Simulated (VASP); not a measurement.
Here is a VASP 6.6.1 calculation.

The input INCAR:

```
PREC = Accurate
ENCUT = 520
EDIFF = 1E-6
ISMEAR = 0
SIGMA = 0.05
LREAL = F
LASPH = T
NELM = 80
ALGO = Normal
ISIF = 2
LWAVE = F
LCHARG = T
GGA = PE
LELF = T
LVHAR = T
NBANDS = 12
```

KPOINTS

```
Automatic mesh
0
Gamma
  8 8 8
```

File POSCAR:

```
In
1.0
    0.0000000000      2.3561060463      2.3561060463
    2.3561060463      0.0000000000      2.3561060463
    2.3561060463      2.3561060463      0.0000000000
In
1
Direct
    0.0000000000      0.0000000000      0.0000000000
```

Potentials or basis: VASP PAW PBE potentials, release 64 (In_d).

The run is started by

```sh
$ cat potpaw_PBE.64/In_d/POTCAR > POTCAR
$ mpirun -np 1 vasp_std > vasp.out
```

Question: Estimate the pressure.

Answer: 2.1 GPa.
